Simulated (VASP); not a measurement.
Here is a VASP 6.6.1 calculation.

The input INCAR:

```
PREC = Accurate
ENCUT = 520
EDIFF = 1E-6
ISMEAR = 0
SIGMA = 0.1
LREAL = F
LASPH = T
NELM = 100
ALGO = Normal
ISIF = 2
LWAVE = F
LCHARG = T
GGA = PE
LELF = T
LVHAR = T
NBANDS = 15
```

The input KPOINTS:

```
regular mesh
0
Gamma
  12 12 12
```

Contents of POSCAR:

```
BeSi3
1.0
    3.7124203856      0.0000000000      0.0000000000
    0.0000000000      3.7124203856      0.0000000000
    0.0000000000      0.0000000000      3.7124203856
Be Si
1 3
Direct
    0.0000000000      0.0000000000      0.0000000000
    0.0000000000      0.5000000000      0.5000000000
    0.5000000000      0.0000000000      0.5000000000
    0.5000000000      0.5000000000      0.0000000000
```

Potentials or basis: VASP PAW PBE potentials, release 64 (Be, Si).

Launch:

```console
$ cat potpaw_PBE.64/Be/POTCAR potpaw_PBE.64/Si/POTCAR > POTCAR
$ mpirun -np 1 vasp_std > vasp.out
```

What does it give for the pressure?

0.0 GPa.

What does it give for the band gap on the k mesh?

Zero (band 7 reaches 11.34 eV, above the bottom of band 8 at 6.70 eV).
